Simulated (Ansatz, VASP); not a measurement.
**BAs: VASP beside Ansatz**

```xyz
2
Lattice="0.0000 2.3919 2.3919 2.3919 0.0000 2.3919 2.3919 2.3919 0.0000" Properties=species:S:1:pos:R:3 pbc="T T T"
B     0.0000    0.0000    0.0000
As    1.1959    1.1959    1.1959
```

Alike in both runs: task single point; functional LDA; k mesh 8 × 8 × 8; no spin polarisation.

|  | VASP | Ansatz |
| --- | --- | --- |
| version | VASP 6.6.1 | Ansatz 0.2.0 |
| potentials or method | VASP PAW LDA potentials, release 64 (B, As) | plane waves, PAW |
| plane-wave cutoff (eV) | 520 | 420 |
| occupations | gaussian, width 0.01 eV | fixed |
| valence electrons in the cell | 8 | 18 |

|  | VASP | Ansatz | Ansatz less VASP |
| --- | --- | --- | --- |
| gap on the k mesh at the Fermi level (eV) | 1.14 | 1.15 | +0.007 |

LDA's correlation is that of Perdew and Zunger in VASP and of Perdew and Wang (1992) in Ansatz. VASP's potentials hold 8 valence electrons a cell and Ansatz's 18, so a difference there can come from the potentials and not from the codes.
